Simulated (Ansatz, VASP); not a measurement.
HfO2 in VASP and in Ansatz

```
CELL_PARAMETERS angstrom
5.32183 0.00000 0.00000
0.00000 5.10292 0.00000
0.00000 0.00000 5.13139
ATOMIC_POSITIONS crystal
Hf 0.96699 0.73252 0.74144
Hf 0.53301 0.73252 0.24144
Hf 0.46699 0.26748 0.74144
Hf 0.03301 0.26748 0.24144
O 0.63213 0.92865 0.87927
O 0.86787 0.92865 0.37927
O 0.23395 0.53988 0.49229
O 0.26605 0.53988 0.99229
O 0.76605 0.46012 0.99229
O 0.73395 0.46012 0.49229
O 0.13213 0.07135 0.87927
O 0.36787 0.07135 0.37927
```

Alike in both runs: task single point; functional PBE; dispersion D3(BJ); k mesh 5 × 6 × 5; occupations fermi-dirac, width 0.05 eV; no spin polarisation.

|  | VASP | Ansatz |
| --- | --- | --- |
| version | VASP 6.6.1 | Ansatz 0.2.0 |
| potentials or method | VASP PAW PBE potentials, release 64 (Hf_pv, O) | Ansatz PAW |
| plane-wave cutoff (eV) | 520 | 420 |
| valence electrons in the cell | 88 | 152 |

Ansatz gave:

* gap on the k mesh at the Fermi level (eV): 4.28
* least direct gap on the mesh (eV): 4.48
* pressure (GPa): -8.0
* traceless stress, the component that is largest in VASP (GPa): -0.44
* rms of the force components (eV/Å): 0.069

Question: Which values does VASP return?

Answer: gap on the k mesh at the Fermi level (eV): 4.23; least direct gap on the mesh (eV): 4.44; pressure (GPa): -11.0; traceless stress, the component that is largest in VASP (GPa): -0.47; rms of the force components (eV/Å): 0.086.

Atom by atom the forces differ by 0.025 eV/Å (rms over components). VASP's potentials hold 88 valence electrons a cell and Ansatz's 152, so a difference there can come from the potentials and not from the codes.

Neither program's run includes spin-orbit coupling. Noted on Ansatz's run: odd divisions of the mesh miss points on the zone boundary, where band edges often lie, so the gap on the mesh can be too wide.
